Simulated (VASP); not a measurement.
Runs of VASP 6.6.1 on AlCo (CsCl type). The structure is that of space group Pm-3m (No. 221), or close to it. The cells are those of the table. 

```csv
level,cell,k mesh,grid for exact exchange (PRECFOCK),screening parameter,gap on the mesh (eV),pressure (GPa),largest force (eV/Å)
HSE06,"a = 2.850 Å, 2 atoms",4 × 4 × 4,Normal,0.2079 1/Å,none,-6.0,0.42
HSE06,"a = 2.772 Å, 2 atoms",4 × 4 × 4,Normal,0.2079 1/Å,none,11.3,-
PBE,"a = 2.850 Å, 2 atoms",8 × 8 × 8,-,-,none,(c),(a)
HSE06,"a = 2.888 Å, 2 atoms",4 × 4 × 4,Normal,0.2079 1/Å,none,-12.8,-
HSE06,"a = 2.859 Å, 2 atoms",4 × 4 × 4,Normal,0.2079 1/Å,none,(b),-
HSE06,"a = 2.802 Å, 2 atoms",4 × 4 × 4,Normal,0.2079 1/Å,none,3.5,-
```

Alike in all rows: task single point; potentials or basis VASP PAW PBE potentials, release 64 (Co, Al); no spin polarisation; cutoff (eV) 520; smearing fermi-dirac 0.1 eV.

Task: Fill in the values left out.

Result: (a) 0.15; (b) -8.3; (c) 0.6.

Caveats: some runs use coarse meshes; the PAW data sets were made with another functional, which shifts forces and pressure a little (some runs).

A gap of «none» marks levels without a gap at the run's occupations.
